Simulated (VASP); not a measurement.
A run of VASP 6.6.1 is set up as follows.

The input POSCAR:

```
NaH
1.0
    3.3191587685     -0.0278809337      0.0000000000
   -1.6837249811      2.8884162795      0.0000000000
    0.0000000000      0.0000000000      5.8309537772
Na H
2 2
Direct
    0.0000000000      0.0000000000      0.0000000000
    0.0000000000      0.0000000000      0.5000000000
    0.3333333333      0.6666666667      0.2500000000
    0.6666666667      0.3333333333      0.7500000000
```

File INCAR.step1:

```
SYSTEM = NaH
ALGO = Normal
EDIFF = 1E-5
ENCUT = 520
GGA = PE
ISIF = 2
ISMEAR = 0
KPAR = 2
LASPH = .TRUE.
LCHARG = .FALSE.
LREAL = .FALSE.
LWAVE = .TRUE.
NBANDS = 16
NELM = 60
PREC = Accurate
SIGMA = 0.01
```

Contents of INCAR.step2:

```
SYSTEM = NaH
ALGO = Normal
EDIFF = 1E-6
ENCUT = 520
GGA = PE
HFSCREEN = 0.2079
ISIF = 2
ISMEAR = 0
ISTART = 1
KPAR = 2
LASPH = .TRUE.
LCHARG = .FALSE.
LHFCALC = .TRUE.
LREAL = .FALSE.
LWAVE = .FALSE.
NBANDS = 16
NELM = 60
PREC = Accurate
PRECFOCK = Normal
SIGMA = 0.01
```

The input KPOINTS:

```
k-points
0
G
  6 6 4
  0 0 0
```

Potentials or basis: VASP PAW PBE potentials, release 64 (Na_pv, H).

Command:

```console
$ cat potpaw_PBE.64/Na_pv/POTCAR potpaw_PBE.64/H/POTCAR > POTCAR
$ cp INCAR.step1 INCAR
$ mpirun -np 2 vasp_std > vasp.out
$ cp INCAR.step2 INCAR
$ mpirun -np 2 vasp_std > vasp.out
```

Task: Estimate the pressure.

Result: 0.2 GPa.

Task: Predict the band gap on the k mesh.

Result: 4.47 eV (least direct gap 5.54 eV).

Forces in eV/Å, atoms in the order of the input:
```
Na   0.000  0.000  0.000
Na   0.000  0.000  0.000
H   -0.003  0.000  0.000
H    0.003  0.000  0.000
```

Caveat: the cell differs from its parent crystal (shear xy strain -1.7%); the PAW data sets were made with another functional, which shifts forces and pressure a little. A k mesh can miss the band edges.
